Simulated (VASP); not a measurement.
# Pd (Pm-3m) in VASP: notebook

The runs below take Pd through single point, with PBEsol.

All numbers are computed with VASP 6.6.1; they aren't measurements. Logs are shortened: lines on timing, memory, paths and dates and some standing lists are left out, and cuts for length are marked.

## Step 1: The cell of the first run

The structure is cubic, space group Pm-3m (No. 221). Conventional cell: a = 2.564 Å, b = 2.564 Å, c = 2.564 Å, α = 90.00°, β = 90.00°, γ = 90.00°. Pd (site symmetry m-3m) has 6 Pd at 2.56 Å within 3.4 Å.

## Step 2: Single point, PBEsol, collinear spin, antiferromagnetic start

The input, INCAR:

```
SYSTEM = Pd
  PREC = Accurate
  ENCUT = 520
  EDIFF = 1E-7
  ISMEAR = -1
  SIGMA = 0.05
  LREAL = .False.
  LASPH = .True.
  NELM = 150
  ALGO = Normal
  ISIF = 2
  LWAVE = .False.
  LCHARG = .False.
  ISPIN = 2
  MAGMOM = 0.5 -0.5
  LORBIT = 11
  LMAXMIX = 4
  GGA = PS
  NBANDS = 21
```

The input, KPOINTS:

```
regular mesh
0
Gamma
  11 11 11
  0 0 0
```

The input, POSCAR:

```
Pd
1.0
    0.0000000000      2.5643398822      2.5643398822
    2.5643398822      0.0000000000      2.5643398822
    2.5643398822      2.5643398822      0.0000000000
Pd
2
Direct
    0.0000000000      0.0000000000      0.0000000000
    0.5000000000      0.5000000000      0.5000000000
```

Potentials or basis: VASP PAW PBE potentials, release 64 (Pd).

Run with:

```sh
$ cat potpaw_PBE.64/Pd/POTCAR > POTCAR
$ mpirun -np 1 vasp_std > vasp.out
```

OUTCAR:

```text
SYSTEM = Pd
   PREC = Accurate
   ENCUT = 520
   EDIFF = 1E-7
   ISMEAR = -1
   LREAL = .False.
   LASPH = .True.
   NELM = 150
   ISIF = 2
   ISPIN = 2
   LORBIT = 11
   GGA = PS

 ion  position               nearest neighbor table
   1  0.000  0.000  0.000-   2 2.56   2 2.56   2 2.56   2 2.56   2 2.56   2 2.56
   2  0.500  0.500  0.500-   1 2.56   1 2.56   1 2.56   1 2.56   1 2.56   1 2.56

  LATTYP: Found a face centered cubic cell.
 ALAT       =     5.1286797644

  Lattice vectors:

 A1 = (   0.0000000000,   2.5643398822,   2.5643398822)
 A2 = (   2.5643398822,   0.0000000000,   2.5643398822)
 A3 = (   2.5643398822,   2.5643398822,   0.0000000000)

Analysis of symmetry for initial positions (statically):
=====================================================================
 Subroutine PRICEL returns following result:

  LATTYP: Found a simple cubic cell.
 ALAT       =     2.5643398822

  Lattice vectors:

 A1 = (  -2.5643398822,   0.0000000000,   0.0000000000)
 A2 = (   0.0000000000,   0.0000000000,   2.5643398822)
 A3 = (   0.0000000000,   2.5643398822,   0.0000000000)

   2 primitive cells build up your supercell.

 Routine SETGRP: Setting up the symmetry group for a
 face centered cubic supercell.

 Subroutine GETGRP returns: Found 48 space group operations
 (whereof 48 operations were pure point group operations)
 out of a pool of 48 trial point group operations.

The static configuration has the point symmetry O_h .

Analysis of symmetry for dynamics (positions and initial velocities):
=====================================================================
 Subroutine PRICEL returns following result:

  LATTYP: Found a simple cubic cell.
 ALAT       =     2.5643398822

  Lattice vectors:

 A1 = (  -2.5643398822,   0.0000000000,   0.0000000000)
 A2 = (   0.0000000000,   0.0000000000,   2.5643398822)
 A3 = (   0.0000000000,   2.5643398822,   0.0000000000)

   2 primitive cells build up your supercell.

 Routine SETGRP: Setting up the symmetry group for a
 face centered cubic supercell.

 Subroutine GETGRP returns: Found 48 space group operations
 (whereof 48 operations were pure point group operations)
 out of a pool of 48 trial point group operations.

The dynamic configuration has the point symmetry O_h .

Analysis of structural, dynamic, and magnetic symmetry:
=====================================================================
 Subroutine PRICEL returns following result:

  LATTYP: Found a simple cubic cell.
 ALAT       =     2.5643398822

  Lattice vectors:

 A1 = (  -2.5643398822,   0.0000000000,   0.0000000000)
 A2 = (   0.0000000000,   0.0000000000,   2.5643398822)
 A3 = (   0.0000000000,   2.5643398822,   0.0000000000)

   2 primitive cells build up your supercell.

 Routine SETGRP: Setting up the symmetry group for a
 face centered cubic supercell.

 Subroutine GETGRP returns: Found 48 space group operations
 (whereof 48 operations were pure point group operations)
 out of a pool of 48 trial point group operations.

The overall configuration has the point symmetry O_h .

 Subroutine INISYM returns: Found 48 space group operations
 (whereof 48 operations are pure point group operations),
 and found     2 'primitive' translations

----------------------------------------------------------------------------------------

                                     Primitive cell

  volume of cell :      16.8627

  direct lattice vectors                    reciprocal lattice vectors
    -2.564339882  0.000000000  0.000000000    -0.389963907  0.000000000  0.000000000
     0.000000000  0.000000000  2.564339882     0.000000000  0.000000000  0.389963907
     0.000000000  2.564339882  0.000000000     0.000000000  0.389963907  0.000000000

  length of vectors
     2.564339882  2.564339882  2.564339882     0.389963907  0.389963907  0.389963907

  position of ions in fractional coordinates (direct lattice)
     0.000000000  0.000000000  0.000000000

  ion indices of the primitive-cell ions
   primitive index   ion index
                 1           1

----------------------------------------------------------------------------------------

 KPOINTS: regular mesh

Automatic generation of k-mesh.
 Grid dimensions read from file:
 generate k-points for:   11   11   11

 Generating k-lattice:

  Cartesian coordinates                     Fractional coordinates (reciprocal lattice)
    -0.017725632  0.017725632  0.017725632     0.090909091  0.000000000  0.000000000
     0.017725632 -0.017725632  0.017725632     0.000000000  0.090909091  0.000000000
     0.017725632  0.017725632 -0.017725632     0.000000000  0.000000000  0.090909091

  Length of vectors
     0.030701695  0.030701695  0.030701695

  Shift w.r.t. Gamma in fractional coordinates (k-lattice)
     0.000000000  0.000000000  0.000000000

 Subroutine IBZKPT returns following result:
 ===========================================

 Found     56 irreducible k-points:

 Following reciprocal coordinates:
            Coordinates               Weight
  0.000000  0.000000  0.000000      1.000000
  0.090909  0.000000  0.000000      8.000000
  0.181818  0.000000  0.000000      8.000000
  0.272727  0.000000  0.000000      8.000000
  0.363636  0.000000  0.000000      8.000000
  0.454545  0.000000  0.000000      8.000000
[... 16 lines left out ...]
 -0.272727  0.181818  0.000000     24.000000
 -0.181818  0.181818  0.000000     12.000000
 [... further k-points ...]
   k-points           NKPTS =     56   k-points in BZ     NKDIM =     56   number of bands    NBANDS=     21
   number of dos      NEDOS =    301   number of ions     NIONS =      2
   total plane-waves  NPLWV =  21952
   dimension x,y,z NGX =    28 NGY =   28 NGZ =   28
   dimension x,y,z NGXF=    56 NGYF=   56 NGZF=   56
   ions per type =               2
   NGX,Y,Z   is equivalent  to a cutoff of  12.84, 12.84, 12.84 a.u.
   NGXF,Y,Z  is equivalent  to a cutoff of  25.67, 25.67, 25.67 a.u.
 SYSTEM =  Pd
   PREC   = accura    normal or accurate (medium, high low for compatibility)
   ISTART =      0    job   : 0-new  1-cont  2-samecut
   ICHARG =      2    charge: 1-file 2-atom 10-const
   ISPIN  =      2    spin polarized calculation?
   LNONCOLLINEAR =      F non collinear calculations
   LSORBIT =      F    spin-orbit coupling
   LASPH  =      T    aspherical Exc in radial PAW
   ENCUT  =  520.0 eV  38.22 Ry    6.18 a.u.   6.74  6.74  6.74*2*pi/ulx,y,z
   NELM   =    150;   NELMIN=  2; NELMDL= -5     # of ELM steps
   EDIFF  = 0.1E-06   stopping-criterion for ELM
   LREAL  =      F    real-space projection
   EDIFFG = 0.1E-05   stopping-criterion for IOM
   NSW    =      0    number of steps for IOM
   IBRION =     -1    ionic relax: 0-MD 1-quasi-New 2-CG
   NFREE  =      0    steps in history (QN), initial steepest desc. (CG)
   ISIF   =      2    stress and relaxation
   ISYM   =      2    0-nonsym 1-usesym 2-fastsym
   POTIM  = 0.5000    time-step for ionic-motion
   TEBEG  =    0.0;   TEEND  =   0.0 temperature during run
   PSTRESS=    0.0 pullay stress
   NELECT =      20.0000    total number of electrons
   NUPDOWN=      -1.0000    fix difference up-down
   EMIN   =  10.00;   EMAX   =-10.00  energy-range for DOS
   EFERMI =   0.00;   METHOD = LEGACY
   ISMEAR =    -1;   SIGMA  =   0.05  broadening in eV -4-tet -1-fermi 0-gaus
   EFERMI_NEDOS =   21; number of points for ismear=-14 and -15
   IALGO  =     38    algorithm
   IMIX   =      4    mixing-type and parameters
     AMIX     =   0.40;   BMIX     =  1.00
     AMIX_MAG =   1.60;   BMIX_MAG =  1.00
  volume/ion in A,a.u.               =      16.86       113.80
  Fermi-wavevector in a.u.,A,eV,Ry     =   1.375411  2.599150 25.738905  1.891756
  Thomas-Fermi vector in A             =   2.500749
   LORBIT       =     11    0 simple, 1 ext, 2 COOP (PROOUT), +10 PAW based schemes
   GGA     = PS    functional components
   LHFCALC =     F    Hartree Fock is set to
   AEXX    =    0.0000 exact exchange contribution
   IVDW    =     0    specifies the selected vdW correction
   LEPSILON=     F    determine dielectric tensor
   LRPA    =     F    only Hartree local field effects (RPA)
 spin polarized calculation
  energy-cutoff  :      520.00
  volume of cell :       33.73
 maximum number of plane-waves:       926
   NGX = 13   NGY = 13   NGZ = 13

 number of electron      20.0000007 magnetization      -0.0000000

 number of electron      20.0000007 magnetization       0.0000000

 Free energy of the ion-electron system (eV)
  ---------------------------------------------------
  ext. energy  EPLUGINS =         0.00000000
  ---------------------------------------------------
  free energy    TOTEN  =       -10.75013767 eV

  energy without entropy =      -10.72732744  energy(sigma->0) =      -10.73873256

 E-fermi :   7.7760     XC(G=0): -12.4439

 val. band max:        7.7686585324   @ k =   0.1818   0.0909   0.0000
 cond. band min:       7.8102342369   @ k =   0.4545   0.3636   0.0909
 fundamental gap:      0.0415757045
 Fermi energy:         7.7760186265

 spin component 1

 k-point     1 :       0.0000    0.0000    0.0000
  band No.  band energies     occupation
      1       1.4012      1.00000
      2       2.9075      1.00000
      3       2.9075      1.00000
      4       3.6110      1.00000
      5       3.6110      1.00000
      6       3.6110      1.00000
[... 13 lines left out ...]
     20      25.9869      0.00000
     21      25.9869      0.00000

 k-point     2 :       0.0909    0.0000    0.0000
  band No.  band energies     occupation
      1       1.5712      1.00000
      2       2.9897      1.00000
      3       2.9897      1.00000
      4       3.6255      1.00000
      5       3.6958      1.00000
      6       3.6958      1.00000
[... 13 lines left out ...]
     20      26.1554      0.00000
     21      26.6174      0.00000

 k-point     3 :       0.1818    0.0000    0.0000
  band No.  band energies     occupation
      1       2.0649      1.00000
      2       3.2342      1.00000
      3       3.2342      1.00000
      4       3.6784      1.00000
      5       3.9433      1.00000
      6       3.9433      1.00000
[... 13 lines left out ...]
     20      26.6891      0.00000
     21      27.4492      0.00000
[... 457 lines left out ...]
 k-point    23 :      -0.2727    0.1818    0.0000
  band No.  band energies     occupation
      1       3.2440      1.00000
      2       3.8363      1.00000
      3       4.1192      1.00000
      4       4.6232      1.00000
      5       4.6650      1.00000
      6       5.2736      1.00000
[... 13 lines left out ...]
     20      27.5153      0.00000
     21      29.7635      0.00000

 k-point    24 :      -0.1818    0.1818    0.0000
  band No.  band energies     occupation
      1       2.8124      1.00000
      2       3.6624      1.00000
      3       3.6840      1.00000
      4       4.0430      1.00000
      5       4.2665      1.00000
      6       4.7901      1.00000
[... 13 lines left out ...]
     20      27.3644      0.00000
     21      29.3313      0.00000

 [... further k-points ...]

 spin component 2

 k-point     1 :       0.0000    0.0000    0.0000
  band No.  band energies     occupation
      1       1.4012      1.00000
      2       2.9075      1.00000
      3       2.9075      1.00000
      4       3.6110      1.00000
      5       3.6110      1.00000
      6       3.6110      1.00000
[... 13 lines left out ...]
     20      25.9869      0.00000
     21      25.9869      0.00000

 k-point     2 :       0.0909    0.0000    0.0000
  band No.  band energies     occupation
      1       1.5712      1.00000
      2       2.9897      1.00000
      3       2.9897      1.00000
      4       3.6255      1.00000
      5       3.6958      1.00000
      6       3.6958      1.00000
[... 13 lines left out ...]
     20      26.1554      0.00000
     21      26.6174      0.00000

 k-point     3 :       0.1818    0.0000    0.0000
  band No.  band energies     occupation
      1       2.0649      1.00000
      2       3.2342      1.00000
      3       3.2342      1.00000
      4       3.6784      1.00000
      5       3.9433      1.00000
      6       3.9433      1.00000
[... 13 lines left out ...]
     20      26.6891      0.00000
     21      27.4492      0.00000
[... 457 lines left out ...]
 k-point    23 :      -0.2727    0.1818    0.0000
  band No.  band energies     occupation
      1       3.2440      1.00000
      2       3.8363      1.00000
      3       4.1192      1.00000
      4       4.6232      1.00000
      5       4.6650      1.00000
      6       5.2736      1.00000
[... 13 lines left out ...]
     20      27.5153      0.00000
     21      29.7635      0.00000

 k-point    24 :      -0.1818    0.1818    0.0000
  band No.  band energies     occupation
      1       2.8124      1.00000
      2       3.6624      1.00000
      3       3.6840      1.00000
      4       4.0430      1.00000
      5       4.2665      1.00000
      6       4.7901      1.00000
[... 13 lines left out ...]
     20      27.3644      0.00000
     21      29.3313      0.00000

 [... further k-points ...]
[... 5 lines left out ...]
  --------------------------------------------------------------------------------------
  -------------------------------------------------------------------------------------
  Total       -0.0894352     -0.0894352     -0.0894352     -0.0000000     -0.0000000     -0.0000000
  in kB       -4.2487603     -4.2487603     -4.2487603     -0.0000000     -0.0000000     -0.0000000
  external PRESSURE =      -4.2487603 kB  Pullay stress =       0.0000000 kB

 VOLUME and BASIS-vectors are now :
 -----------------------------------------------------------------------------
  energy-cutoff  :      520.00
  volume of cell :       33.73
      direct lattice vectors                 reciprocal lattice vectors
     0.000000000  2.564339882  2.564339882    -0.194981954  0.194981954  0.194981954
     2.564339882  0.000000000  2.564339882     0.194981954 -0.194981954  0.194981954
     2.564339882  2.564339882  0.000000000     0.194981954  0.194981954 -0.194981954

 POSITION                                       TOTAL-FORCE (eV/Angst)
 -----------------------------------------------------------------------------------
      0.00000      0.00000      0.00000         0.000000     -0.000000      0.000000
      2.56434      2.56434      2.56434        -0.000000      0.000000     -0.000000
 -----------------------------------------------------------------------------------
    total drift:                                0.000000      0.000000      0.000000

  FREE ENERGIE OF THE ION-ELECTRON SYSTEM (eV)
  ---------------------------------------------------
  free  energy   TOTEN  =       -10.7501376708 eV

  energy  without entropy=      -10.7273274448  energy(sigma->0) =      -10.73873256

 total charge

# of ion       s       p       d       tot
------------------------------------------
    1        0.507   0.383   8.527   9.417
    2        0.507   0.383   8.527   9.417
--------------------------------------------------
tot          1.014   0.765  17.054  18.834

 magnetization (x)

# of ion       s       p       d       tot
------------------------------------------
    1        0.000  -0.000  -0.000  -0.000
    2       -0.000   0.000   0.000   0.000
--------------------------------------------------
tot          0.000   0.000   0.000   0.000
```

Wall time 66 s (1 thread of Intel Xeon Platinum 8259CL at 2.50GHz (Skylake/Cascade Lake), shared host); peak memory 0.2 GiB.

Results:

```
Free energy                                           : -10.7501 eV
Pressure                                              : -0.4 GPa
Band gap on the k mesh                                : zero (filled and empty bands overlap)
Net moment                                            : 0.00 μB per cell
Valence electrons inside the program's atomic spheres : Pd 9.42
```

Caveat: the PAW data sets were made with another functional, which shifts forces and pressure a little.

[end of part 1 of 2]
